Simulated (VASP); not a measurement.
# P: relaxation of cell and atoms with PBE

The system is P.

```xyz
1
Lattice="0.0000 1.4455 1.4455 1.4455 0.0000 1.4455 1.4455 1.4455 0.0000" Properties=species:S:1:pos:R:3 pbc="T T T"
P     0.0000    0.0000    0.0000
```

| Property | Result |
| --- | --- |
| Program | VASP 6.6.1 |
| Task | relaxation of cell and atoms |
| Functional | PBE |
| Potentials or basis | VASP PAW PBE potentials, release 64 (P) |
| Cutoff | 600 eV |
| k mesh | 22 × 22 × 22 |
| Occupations | fermi-dirac, width 0.08 eV |
| Spin | no spin polarisation |
| Target pressure | 450 GPa |
| Dipole correction | no |
| Further INCAR settings | ALGO = Normal; EDIFF = 1e-07; IBRION = 2; EDIFFG = -0.005; NSW = 32; ISIF = 3 |

```yaml
Relaxed_volume: 6.01 Å³/atom
Relaxed_cell: a = 2.040 Å, b = 2.040 Å, c = 2.040 Å, α = 60.00°, β = 60.00°, γ = 60.00°
Space_group_after_relaxing_to_0.05_Å: Fm-3m (No. 225)
Energy_change_on_relaxing_the_enthalpy_is_what_falls: +97.9 meV/atom
Ionic_steps: 4
Pressure_after_relaxing: 450.0 GPa
```

The path:
```csv
step,energy change (eV),largest force (eV/Å),pressure (GPa),volume (Å³)
1,0.0000,0.0000,441.76,6.04
2,0.7918,0.0000,508.30,5.77
3,0.0959,0.0000,449.83,6.01
4,0.0979,0.0000,449.99,6.01
```

Final structure:
```yaml
crystal:
  lattice:
    - [0.00000, 1.44271, 1.44271]
    - [1.44271, 0.00000, 1.44271]
    - [1.44271, 1.44271, 0.00000]
  atoms:
    - { symbol: P, position: [0.00000, 0.00000, 0.00000] }
```

Levels at points of the mesh, in eV from the Fermi level:
```tsv
k point	band 1	band 2	band 3	band 4	band 5	band 6
(0.00, 0.00, 0.00)	-29.35	13.48	13.48	13.48	19.41	19.41
(0.50, 0.00, 0.00)	-17.89	-16.08	11.44	11.44	13.89	13.89
(0.50, 0.50, 0.00)	-14.64	-11.18	-0.49	2.17	2.17	11.63
```

Wall time 12 s on 1 thread of AMD EPYC 9R45 96-Core Processor (Zen 5), on a shared host, peak memory 0.09 GiB.

Caveat: the cell is relaxed towards a set pressure, so the enthalpy falls and the energy may rise.
